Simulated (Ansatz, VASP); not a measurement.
Two plane-wave programs on Hf2SnTe2

File INCAR:

```
SYSTEM = Hf2SnTe2
ALGO = Normal
EDIFF = 1E-7
ENCUT = 520
GGA = PE
ISIF = 2
ISMEAR = 0
LASPH = .True.
LCHARG = .True.
LELF = .True.
LREAL = .False.
LVHAR = .True.
LWAVE = .False.
NBANDS = 31
NELM = 80
PREC = Accurate
SIGMA = 0.1
```

Contents of KPOINTS:

```
k-points
0
Gamma
  6 6 6
  0 0 0
```

The input POSCAR:

```
Hf2SnTe2
1.0
   -2.2706866000      2.2706866000      5.4543594400
    2.2706866000     -2.2706866000      5.4543594400
    2.2706866000      2.2706866000     -5.4543594400
Hf Sn Te
2 1 2
Direct
    0.7500000000      0.2500000000      0.5000000000
    0.2500000000      0.7500000000      0.5000000000
    0.0000000000      0.0000000000      0.0000000000
    0.3750000000      0.3750000000      0.0000000000
    0.6250000000      0.6250000000      0.0000000000
```

Input for Ansatz:

```yaml
crystal:
  lattice:
    - [-2.2706866, 2.2706866, 5.45435944]
    - [2.2706866, -2.2706866, 5.45435944]
    - [2.2706866, 2.2706866, -5.45435944]
  atoms:
    - { symbol: Hf, position: [0.75, 0.25, 0.5] }
    - { symbol: Hf, position: [0.25, 0.75, 0.5] }
    - { symbol: Sn, position: [0.0, 0.0, 0.0] }
    - { symbol: Te, position: [0.375, 0.375, 0.0] }
    - { symbol: Te, position: [0.625, 0.625, 0.0] }
basis:
  ecutwfc: 420
kpoints:
  mp_grid: { grid: [6, 6, 6] }
hamiltonian:
  xc: pbe
scf:
  occupations: { method: gaussian, width: 0.1 }
  lower_state_search: "off"
output:
  forces: true
  stress: true
  eigenvalues: true
```

Change from the starting cell: species swapped into the PrNi2P2 type (I4/mmm, No. 139).

Alike in both runs: task single point; functional PBE; k mesh 6 × 6 × 6; occupations gaussian, width 0.1 eV; no spin polarisation.

|  | VASP | Ansatz |
| --- | --- | --- |
| version | VASP 6.6.1 | Ansatz 0.2.0 |
| potentials or method | VASP PAW PBE potentials, release 64 (Hf_pv, Sn_d, Te), cutoff 520 eV | scalar-relativistic, plane waves, PAW |
| valence electrons in the cell | 46 | 98 |

```csv
,VASP,Ansatz,Ansatz less VASP
gap on the k mesh at the Fermi level (eV),none,none,-
pressure (GPa),23.6,23.7,+0.08
"traceless stress, the component that is largest in VASP (GPa)",-5.77,-5.80,-0.024
rms of the force components (eV/Å),0.186,0.192,+0.0060
```

Atom by atom the forces differ by 0.006 eV/Å (rms over components). A gap of «none» marks a metal or a gap that the smearing closes. With one functional, cell and mesh, what is left measures potentials, basis and numerics. VASP's potentials hold 46 valence electrons a cell and Ansatz's 98, so a difference there can come from the potentials and not from the codes.

Spin-orbit coupling is off throughout.
